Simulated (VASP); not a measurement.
# SrMn3 (Pm-3m) in VASP: notebook

Runs on SrMn3. Level: PBE. Tasks: single point.

Program: VASP 6.6.1. These are calculated values, not measurements. Logs are shortened: lines on timing, memory, paths and dates and some standing lists are left out, and cuts for length are marked.

### 1 The cell of the first run

The structure is cubic, space group Pm-3m (No. 221). The conventional cell has a = 4.278 Å, b = 4.278 Å, c = 4.278 Å, α = 90.00°, β = 90.00°, γ = 90.00°. Within 4.0 Å of Sr (site symmetry m-3m) lie 12 Mn at 3.02 Å. Within 4.0 Å of Mn (site symmetry 4/mmm) lie 4 Sr at 3.02 Å and 8 Mn at 3.02 Å.

### 2 Single point, PBE

Input file INCAR:

```
SYSTEM = SrMn3
PREC = Accurate ; ENCUT = 520
EDIFF = 1E-6 ; ISMEAR = 0
SIGMA = 0.05 ; LREAL = .FALSE.
LASPH = .TRUE. ; NELM = 100
ALGO = Normal ; ISIF = 2
LWAVE = .FALSE. ; LCHARG = .FALSE.
GGA = PE ; NBANDS = 32
```

Input file KPOINTS:

```
regular mesh
0
G
  8 8 8
  0 0 0
```

Input file POSCAR:

```
SrMn3
1.0
    4.2779027837      0.0000000000      0.0000000000
    0.0000000000      4.2779027837      0.0000000000
    0.0000000000      0.0000000000      4.2779027837
Sr Mn
1 3
Direct
    0.0000000000      0.0000000000      0.0000000000
    0.0000000000      0.5000000000      0.5000000000
    0.5000000000      0.5000000000      0.0000000000
    0.5000000000      0.0000000000      0.5000000000
```

Potentials or basis: VASP PAW PBE potentials, release 64 (Sr_sv, Mn_pv).

On the command line:

```sh
cat potpaw_PBE.64/Sr_sv/POTCAR potpaw_PBE.64/Mn_pv/POTCAR > POTCAR
mpirun -np 1 vasp_std > vasp.out
```

OUTCAR:

```text
SYSTEM = SrMn3
   PREC = Accurate
   ENCUT = 520
   EDIFF = 1E-6
   ISMEAR = 0
   LREAL = .FALSE.
   LASPH = .TRUE.
   NELM = 100
   ISIF = 2
   GGA = PE

 ion  position               nearest neighbor table
   1  0.000  0.000  0.000-   2 3.02   3 3.02   4 3.02   2 3.02   4 3.02   2 3.02   3 3.02   2 3.02
                             3 3.02   4 3.02   4 3.02   3 3.02
   2  0.000  0.500  0.500-   1 3.02   3 3.02   4 3.02   1 3.02   3 3.02   1 3.02   4 3.02   1 3.02
                             3 3.02   4 3.02   3 3.02   4 3.02
   3  0.500  0.500  0.000-   1 3.02   2 3.02   4 3.02   2 3.02   4 3.02   1 3.02   4 3.02   4 3.02
                             1 3.02   2 3.02   2 3.02   1 3.02
   4  0.500  0.000  0.500-   1 3.02   2 3.02   3 3.02   1 3.02   3 3.02   2 3.02   3 3.02   3 3.02
                             1 3.02   2 3.02   1 3.02   2 3.02

  LATTYP: Found a simple cubic cell.
 ALAT       =     4.2779027837

  Lattice vectors:

 A1 = (   4.2779027837,   0.0000000000,   0.0000000000)
 A2 = (   0.0000000000,   4.2779027837,   0.0000000000)
 A3 = (   0.0000000000,   0.0000000000,   4.2779027837)

Analysis of symmetry for initial positions (statically):
=====================================================================
 Subroutine PRICEL returns:
 Original cell was already a primitive cell.

 Routine SETGRP: Setting up the symmetry group for a
 simple cubic supercell.

 Subroutine GETGRP returns: Found 48 space group operations
 (whereof 48 operations were pure point group operations)
 out of a pool of 48 trial point group operations.

The static configuration has the point symmetry O_h .

Analysis of symmetry for dynamics (positions and initial velocities):
=====================================================================
 Subroutine PRICEL returns:
 Original cell was already a primitive cell.

 Routine SETGRP: Setting up the symmetry group for a
 simple cubic supercell.

 Subroutine GETGRP returns: Found 48 space group operations
 (whereof 48 operations were pure point group operations)
 out of a pool of 48 trial point group operations.

The dynamic configuration has the point symmetry O_h .

 Subroutine INISYM returns: Found 48 space group operations
 (whereof 48 operations are pure point group operations),
 and found     1 'primitive' translations

----------------------------------------------------------------------------------------

                                     Primitive cell

[... 94 lines left out ...]
   EDIFF  = 0.1E-05   stopping-criterion for ELM
   LREAL  =      F    real-space projection
   EDIFFG = 0.1E-04   stopping-criterion for IOM
   NSW    =      0    number of steps for IOM
   IBRION =     -1    ionic relax: 0-MD 1-quasi-New 2-CG
   NFREE  =      0    steps in history (QN), initial steepest desc. (CG)
   ISIF   =      2    stress and relaxation
   ISYM   =      2    0-nonsym 1-usesym 2-fastsym
   POTIM  = 0.5000    time-step for ionic-motion
   TEBEG  =    0.0;   TEEND  =   0.0 temperature during run
   PSTRESS=    0.0 pullay stress
   NELECT =      49.0000    total number of electrons
   NUPDOWN=      -1.0000    fix difference up-down
   EMIN   =  10.00;   EMAX   =-10.00  energy-range for DOS
   EFERMI =   0.00;   METHOD = LEGACY
   ISMEAR =     0;   SIGMA  =   0.05  broadening in eV -4-tet -1-fermi 0-gaus
   EFERMI_NEDOS =   21; number of points for ismear=-14 and -15
   IALGO  =     38    algorithm
   IMIX   =      4    mixing-type and parameters
     AMIX     =   0.40;   BMIX     =  1.00
     AMIX_MAG =   1.60;   BMIX_MAG =  1.00
  volume/ion in A,a.u.               =      19.57       132.08
  Fermi-wavevector in a.u.,A,eV,Ry     =   1.400369  2.646314 26.681494  1.961034
  Thomas-Fermi vector in A             =   2.523337
   LORBIT       =      0    0 simple, 1 ext, 2 COOP (PROOUT), +10 PAW based schemes
   GGA     = PE    functional components
   LHFCALC =     F    Hartree Fock is set to
   AEXX    =    0.0000 exact exchange contribution
   IVDW    =     0    specifies the selected vdW correction
   LEPSILON=     F    determine dielectric tensor
   LRPA    =     F    only Hartree local field effects (RPA)
 non-spin polarized calculation
 Gauss-broadening in eV      SIGMA  =   0.05
  energy-cutoff  :      520.00
  volume of cell :       78.29
 maximum number of plane-waves:      2176
 NGX is ok and might be reduce to    32
   NGX = 15   NGY = 15   NGZ = 15

 number of electron      49.0000096 magnetization

 Free energy of the ion-electron system (eV)
  ---------------------------------------------------
  ext. energy  EPLUGINS =         0.00000000
  ---------------------------------------------------
  free energy    TOTEN  =       -21.18121805 eV

  energy without entropy =      -21.15319820  energy(sigma->0) =      -21.16720813

 E-fermi :   4.6033     XC(G=0): -10.8695

 val. band max:        4.5933338015   @ k =   0.2500   0.2500   0.2500
 cond. band min:       4.6061431561   @ k =   0.3750   0.3750   0.1250
 fundamental gap:      0.0128093546
 Fermi energy:         4.6032591642

 k-point     1 :       0.0000    0.0000    0.0000
  band No.  band energies     occupation
      1     -43.0327      2.00000
      2     -43.0327      2.00000
      3     -43.0327      2.00000
      4     -42.9206      2.00000
      5     -42.9206      2.00000
      6     -42.9206      2.00000
[... 829 lines left out ...]
     31       6.6476      0.00000
     32       6.8448      0.00000

 [... further k-points ...]

------------------------ aborting loop because EDIFF is reached ----------------------------------------

  FORCE on cell =-STRESS in cart. coord.  units (eV):
  Direction    XX          YY          ZZ          XY          YZ          ZX
  --------------------------------------------------------------------------------------
  -------------------------------------------------------------------------------------
  Total       -6.3267576     -6.3267576     -6.3267576     -0.0000000      0.0000000     -0.0000000
  in kB     -129.4789140   -129.4789140   -129.4789140     -0.0000000      0.0000000     -0.0000000
  external PRESSURE =    -129.4789140 kB  Pullay stress =       0.0000000 kB

 VOLUME and BASIS-vectors are now :
 -----------------------------------------------------------------------------
  energy-cutoff  :      520.00
  volume of cell :       78.29
      direct lattice vectors                 reciprocal lattice vectors
     4.277902784  0.000000000  0.000000000     0.233759403  0.000000000  0.000000000
     0.000000000  4.277902784  0.000000000     0.000000000  0.233759403  0.000000000
     0.000000000  0.000000000  4.277902784     0.000000000  0.000000000  0.233759403

 POSITION                                       TOTAL-FORCE (eV/Angst)
 -----------------------------------------------------------------------------------
      0.00000      0.00000      0.00000         0.000000      0.000000      0.000000
      0.00000      2.13895      2.13895         0.000000      0.000000      0.000000
      2.13895      2.13895      0.00000         0.000000      0.000000      0.000000
      2.13895      0.00000      2.13895         0.000000      0.000000      0.000000
 -----------------------------------------------------------------------------------
    total drift:                                0.000000     -0.000000     -0.000000

  FREE ENERGIE OF THE ION-ELECTRON SYSTEM (eV)
  ---------------------------------------------------
  free  energy   TOTEN  =       -21.1812180513 eV

  energy  without entropy=      -21.1531982009  energy(sigma->0) =      -21.16720813
```

OSZICAR:

```text
N       E                     dE             d eps       ncg     rms          rms(c)
DAV:   1     0.582455637664E+03    0.58246E+03   -0.27720E+04  2248   0.179E+03
DAV:   2     0.129738181377E+02   -0.56948E+03   -0.55368E+03  2248   0.525E+02
DAV:   3    -0.267774912733E+02   -0.39751E+02   -0.36646E+02  2888   0.140E+02
DAV:   4    -0.287144344608E+02   -0.19369E+01   -0.18538E+01  3248   0.251E+01
DAV:   5    -0.287787861767E+02   -0.64352E-01   -0.64304E-01  3008   0.444E+00    0.647E+01
DAV:   6    -0.365151951315E+02   -0.77364E+01   -0.22651E+02  2808   0.976E+01    0.444E+01
DAV:   7    -0.212466574046E+02    0.15269E+02   -0.10376E+02  2624   0.610E+01    0.108E+01
DAV:   8    -0.212125514095E+02    0.34106E-01   -0.23072E+00  2672   0.693E+00    0.798E+00
DAV:   9    -0.212066993769E+02    0.58520E-02   -0.94757E-02  3328   0.144E+00    0.530E+00
DAV:  10    -0.211810522979E+02    0.25647E-01   -0.14054E-01  2728   0.240E+00    0.106E+00
DAV:  11    -0.211812726968E+02   -0.22040E-03   -0.28955E-03  2736   0.313E-01    0.374E-01
DAV:  12    -0.211812431490E+02    0.29548E-04   -0.19972E-04  2896   0.891E-02    0.190E-01
DAV:  13    -0.211812231910E+02    0.19958E-04   -0.32581E-05  2752   0.298E-02    0.104E-01
DAV:  14    -0.211812178278E+02    0.53632E-05   -0.22652E-05  2472   0.200E-02    0.247E-02
DAV:  15    -0.211812180513E+02   -0.22342E-06   -0.13916E-06  1664   0.758E-03
   1 F= -.21181218E+02 E0= -.21167208E+02  d E =-.280199E-01
```

stdout:

```text
POSCAR found type information on POSCAR SrMn
 POSCAR found :  2 types and       4 ions
 scaLAPACK will be used
 LDA part: xc-table for (Slater+PW92), standard interpolation
 POSCAR, INCAR and KPOINTS ok, starting setup
 FFT: planning ... GRIDC
 FFT: planning ... GRID_SOFT
 FFT: planning ... GRID
 WAVECAR not read
 entering main loop
```

Run time: 28 s. Hardware: 1 thread of Intel Xeon 6975P-C (Granite Rapids), shared host; peak memory 0.22 GiB.

Results:

| Quantity | Value |
| --- | --- |
| Free energy | -21.1812 eV |
| Pressure | -12.9 GPa |
| Band gap on the k mesh | zero (an odd number of electrons rules out a gap without spin polarisation) |

Caveat: the cell stands under tension; the run has no spin polarisation, though such a crystal can be magnetic. Spin polarisation is off, so any magnetic state and its effect on volume and gap are missing.

### 3 Single point, PBE, collinear spin, ferromagnetic start (19.57 Å³/atom)

Input file INCAR:

```
ALGO = Normal
EDIFF = 1E-6
ENCUT = 520
GGA = PE
ISIF = 2
ISMEAR = 0
ISPIN = 2
LASPH = T
LCHARG = T
LELF = T
LMAXMIX = 4
LORBIT = 11
LREAL = F
LVHAR = T
LWAVE = F
MAGMOM = 0 3.9 3.9 3.9
NBANDS = 36
NELM = 150
PREC = Accurate
SIGMA = 0.05
```

Input file KPOINTS:

```
k-points
0
Gamma
  8 8 8
```

POSCAR is that of step 2.

Potentials or basis: VASP PAW PBE potentials, release 64 (Sr_sv, Mn_pv).

On the command line:

```sh
cat potpaw_PBE.64/Sr_sv/POTCAR potpaw_PBE.64/Mn_pv/POTCAR > POTCAR
mpirun -np 1 vasp_std > vasp.out
```

OUTCAR:

```text
EDIFF = 1E-6
   ENCUT = 520
   GGA = PE
   ISIF = 2
   ISMEAR = 0
   ISPIN = 2
   LASPH = T
   LORBIT = 11
   LREAL = F
   NELM = 150
   PREC = Accurate

 ion  position               nearest neighbor table
   1  0.000  0.000  0.000-   2 3.02   3 3.02   4 3.02   2 3.02   4 3.02   2 3.02   3 3.02   2 3.02
                             3 3.02   4 3.02   4 3.02   3 3.02
   2  0.000  0.500  0.500-   1 3.02   3 3.02   4 3.02   1 3.02   3 3.02   1 3.02   4 3.02   1 3.02
                             3 3.02   4 3.02   3 3.02   4 3.02
   3  0.500  0.500  0.000-   1 3.02   2 3.02   4 3.02   2 3.02   4 3.02   1 3.02   4 3.02   4 3.02
                             1 3.02   2 3.02   2 3.02   1 3.02
   4  0.500  0.000  0.500-   1 3.02   2 3.02   3 3.02   1 3.02   3 3.02   2 3.02   3 3.02   3 3.02
                             1 3.02   2 3.02   1 3.02   2 3.02

  LATTYP: Found a simple cubic cell.
 ALAT       =     4.2779027837

  Lattice vectors:

 A1 = (   4.2779027837,   0.0000000000,   0.0000000000)
 A2 = (   0.0000000000,   4.2779027837,   0.0000000000)
[... 2085 lines left out ...]

  FORCE on cell =-STRESS in cart. coord.  units (eV):
  Direction    XX          YY          ZZ          XY          YZ          ZX
  --------------------------------------------------------------------------------------
  -------------------------------------------------------------------------------------
  Total        0.1392722      0.1392722      0.1392722      0.0000000      0.0000000     -0.0000000
  in kB        2.8502455      2.8502455      2.8502455      0.0000000      0.0000000     -0.0000000
  external PRESSURE =       2.8502455 kB  Pullay stress =       0.0000000 kB

 VOLUME and BASIS-vectors are now :
 -----------------------------------------------------------------------------
  energy-cutoff  :      520.00
  volume of cell :       78.29
      direct lattice vectors                 reciprocal lattice vectors
     4.277902784  0.000000000  0.000000000     0.233759403  0.000000000  0.000000000
     0.000000000  4.277902784  0.000000000     0.000000000  0.233759403  0.000000000
     0.000000000  0.000000000  4.277902784     0.000000000  0.000000000  0.233759403

 POSITION                                       TOTAL-FORCE (eV/Angst)
 -----------------------------------------------------------------------------------
      0.00000      0.00000      0.00000         0.000000      0.000000      0.000000
      0.00000      2.13895      2.13895         0.000000      0.000000      0.000000
      2.13895      2.13895      0.00000         0.000000      0.000000      0.000000
      2.13895      0.00000      2.13895         0.000000      0.000000      0.000000
 -----------------------------------------------------------------------------------
    total drift:                                0.000000     -0.000000     -0.000000

  FREE ENERGIE OF THE ION-ELECTRON SYSTEM (eV)
  ---------------------------------------------------
  free  energy   TOTEN  =       -25.1209516304 eV

  energy  without entropy=      -25.1162432741  energy(sigma->0) =      -25.11859745

 total charge

# of ion       s       p       d       tot
------------------------------------------
    1        2.077   5.733   0.415   8.225
    2        0.323   6.147   4.991  11.461
    3        0.323   6.147   4.991  11.461
    4        0.323   6.147   4.991  11.461
--------------------------------------------------
tot          3.045  24.175  15.389  42.609

 magnetization (x)

# of ion       s       p       d       tot
------------------------------------------
    1       -0.014   0.019  -0.073  -0.068
    2        0.004   0.005   3.463   3.472
    3        0.004   0.005   3.463   3.472
    4        0.004   0.005   3.463   3.472
--------------------------------------------------
tot         -0.003   0.033  10.317  10.347
```

OSZICAR:

```text
N       E                     dE             d eps       ncg     rms          rms(c)
DAV:   1     0.584619980812E+03    0.58462E+03   -0.27793E+04  5064   0.159E+03
DAV:   2     0.915773123438E+01   -0.57546E+03   -0.55446E+03  5048   0.476E+02
DAV:   3    -0.272515688118E+02   -0.36409E+02   -0.34742E+02  5736   0.129E+02
DAV:   4    -0.288922012219E+02   -0.16406E+01   -0.16289E+01  7296   0.216E+01
DAV:   5    -0.289271349590E+02   -0.34934E-01   -0.34914E-01  6616   0.294E+00    0.485E+01
DAV:   6    -0.296346819749E+02   -0.70755E+00   -0.85600E+01  5648   0.578E+01    0.284E+01
DAV:   7    -0.250362839323E+02    0.45984E+01   -0.25287E+01  5352   0.363E+01    0.115E+01
DAV:   8    -0.251520625561E+02   -0.11578E+00   -0.85627E-01  5844   0.374E+00    0.765E+00
DAV:   9    -0.251110393462E+02    0.41023E-01   -0.21948E-01  6400   0.213E+00    0.348E+00
DAV:  10    -0.251211677717E+02   -0.10128E-01   -0.21339E-02  5668   0.845E-01    0.178E+00
DAV:  11    -0.251207654362E+02    0.40234E-03   -0.12860E-02  6108   0.560E-01    0.605E-01
DAV:  12    -0.251208705051E+02   -0.10507E-03   -0.19039E-03  6784   0.202E-01    0.162E-01
DAV:  13    -0.251209285471E+02   -0.58042E-04   -0.24081E-04  5812   0.744E-02    0.158E-01
DAV:  14    -0.251209480023E+02   -0.19455E-04   -0.11372E-04  5956   0.529E-02    0.597E-02
DAV:  15    -0.251209516262E+02   -0.36240E-05   -0.24146E-05  5612   0.192E-02    0.146E-02
DAV:  16    -0.251209516304E+02   -0.42073E-08   -0.16710E-06  4008   0.797E-03
   1 F= -.25120952E+02 E0= -.25118597E+02  d E =-.470836E-02  mag=    10.6531
```

Run time: 60 s. Hardware: 1 thread of Intel Xeon 6975P-C (Granite Rapids), shared host; peak memory 0.3 GiB.

Results:

```
Free energy                                           : -25.1210 eV
Pressure                                              : 0.3 GPa
Net moment                                            : 10.65 μB per cell
Site moments                                          : Sr -0.07; Mn +3.47 μB
Valence electrons inside the program's atomic spheres : Sr 8.22; Mn 11.46
```

Levels at points of the mesh, in eV from the Fermi level:
Spin up:
| k point | band 27 | band 28 | band 29 | band 30 | band 31 | band 32 | band 33 | band 34 |
| --- | --- | --- | --- | --- | --- | --- | --- | --- |
| (0.00, 0.00, 0.00) | -0.69 | -0.69 | -0.69 | 2.25 | 2.25 | 2.25 | 2.65 | 2.65 |
| (0.50, 0.00, 0.00) | -1.60 | -1.60 | -1.25 | -0.69 | 2.08 | 2.08 | 2.51 | 5.47 |
| (0.50, 0.50, 0.00) | -1.71 | -1.70 | -1.30 | -0.77 | 0.56 | 0.56 | 3.21 | 3.21 |
| (0.50, 0.50, 0.50) | -0.89 | -0.89 | -0.50 | 1.20 | 1.20 | 1.20 | 1.34 | 1.34 |
Spin down:
| k point | band 16 | band 17 | band 18 | band 19 | band 20 | band 21 | band 22 | band 23 |
| --- | --- | --- | --- | --- | --- | --- | --- | --- |
| (0.00, 0.00, 0.00) | -1.88 | -0.80 | -0.61 | -0.61 | -0.61 | 1.25 | 1.25 | 1.25 |
| (0.50, 0.00, 0.00) | -0.94 | -0.29 | 0.01 | 0.07 | 0.07 | 0.44 | 0.44 | 0.53 |
| (0.50, 0.50, 0.00) | -1.35 | -1.09 | -0.04 | 0.25 | 0.25 | 0.38 | 0.38 | 0.90 |
| (0.50, 0.50, 0.50) | -2.18 | -0.55 | -0.17 | 0.77 | 0.77 | 0.77 | 1.40 | 1.40 |

### 4 Single point, PBE, collinear spin, ferromagnetic start

Input file INCAR:

```
  PREC = Accurate
  ENCUT = 520
  EDIFF = 1E-7
  ISMEAR = 0
  SIGMA = 0.05
  LREAL = False
  LASPH = True
  NELM = 150
  ALGO = Normal
  ISIF = 2
  LWAVE = False
  LCHARG = False
  ISPIN = 2
  MAGMOM = 0 0.5 0.5 0.5
  LORBIT = 11
  LMAXMIX = 4
  GGA = PE
  NBANDS = 36
```

Input file KPOINTS:

```
Automatic mesh
0
Gamma
  8 8 8
```

POSCAR is that of step 3.

On the command line:

```sh
cat potpaw_PBE.64/Sr_sv/POTCAR potpaw_PBE.64/Mn_pv/POTCAR > POTCAR
mpirun -np 1 vasp_std > vasp.out
```

It took 65 s on 1 thread of Intel Xeon 6975P-C (Granite Rapids), shared host; peak memory 0.3 GiB.

It converged, with:

| Property | Result |
| --- | --- |
| Free energy | -25.1210 eV |
| Pressure | 0.3 GPa |
| Net moment | 10.65 μB per cell |
| Site moments | Sr -0.07; Mn +3.47 μB |
| Valence electrons inside the program's atomic spheres | Sr 8.22; Mn 11.46 |

Levels at points of the mesh, in eV from the Fermi level:
Spin up:
```csv
k point,band 28,band 29,band 30,band 31,band 32,band 33
"(0.00, 0.00, 0.00)",-0.69,-0.69,2.25,2.25,2.25,2.65
"(0.50, 0.00, 0.00)",-1.60,-1.25,-0.69,2.08,2.08,2.51
"(0.50, 0.50, 0.00)",-1.70,-1.30,-0.77,0.56,0.56,3.21
"(0.50, 0.50, 0.50)",-0.89,-0.50,1.20,1.20,1.20,1.34
```
Spin down:
| k point | band 15 | band 16 | band 17 | band 18 | band 19 | band 20 | band 21 | band 22 | band 23 | band 24 |
| --- | --- | --- | --- | --- | --- | --- | --- | --- | --- | --- |
| (0.00, 0.00, 0.00) | -1.88 | -1.88 | -0.80 | -0.61 | -0.61 | -0.61 | 1.25 | 1.25 | 1.25 | 2.27 |
| (0.50, 0.00, 0.00) | -3.24 | -0.94 | -0.29 | 0.01 | 0.07 | 0.07 | 0.44 | 0.44 | 0.53 | 1.23 |
| (0.50, 0.50, 0.00) | -1.35 | -1.35 | -1.09 | -0.04 | 0.25 | 0.25 | 0.38 | 0.38 | 0.90 | 0.93 |
| (0.50, 0.50, 0.50) | -2.18 | -2.18 | -0.55 | -0.17 | 0.77 | 0.77 | 0.77 | 1.40 | 1.40 | 1.40 |
